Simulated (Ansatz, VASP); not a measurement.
# Two plane-wave programs on CdO5

```
Cd O
1.0
     4.39620    0.00000    0.00000
    -2.19810    3.80722    0.00000
     0.00000    0.00000    8.04682
Cd O
1 5
Direct
  0.00000 0.00000 0.00000
  0.00000 0.00000 0.57562
  0.00000 0.00000 0.42438
  0.50000 0.00000 0.00000
  0.00000 0.50000 0.00000
  0.50000 0.50000 0.00000
```

Alike in both runs: functional PBE; k mesh 12 × 12 × 6; occupations gaussian, width 0.1 eV; collinear spin.

Ansatz relaxed the structure, and its values are those at the end. VASP's run is a single point on that final structure, the one shown.

|  | VASP | Ansatz |
| --- | --- | --- |
| version | VASP 6.6.1 | Ansatz 0.2.0 |
| potentials or method | VASP PAW PBE potentials, release 64 (Cd, O), cutoff 520 eV | scalar-relativistic, plane waves, PAW |
| valence electrons in the cell | 42 | 50 |

|  | VASP | Ansatz | Ansatz less VASP |
| --- | --- | --- | --- |
| gap on the k mesh at the Fermi level (eV) | none | none | - |
| pressure (GPa) | 0.5 | 0.0 | -0.53 |
| rms of the force components (eV/Å) | 0.417 | 0.001 | -0.4164 |
| net moment per atom (μB) | 0.00 | 0.51 | +0.511 |
| size of the moment on the site where the two differ most (μB) | 0.00 | 0.56 | +0.556 |

The net moments are unlike, so the other rows may belong to different states. Site moments also hang on the region over which each program counts them. A gap of «none» marks a metal or a gap that the smearing closes. VASP's potentials hold 42 valence electrons a cell and Ansatz's 50, so a difference there can come from the potentials and not from the codes.

Noted on VASP's run: the standard files for N, O and F lose accuracy on very short bonds.
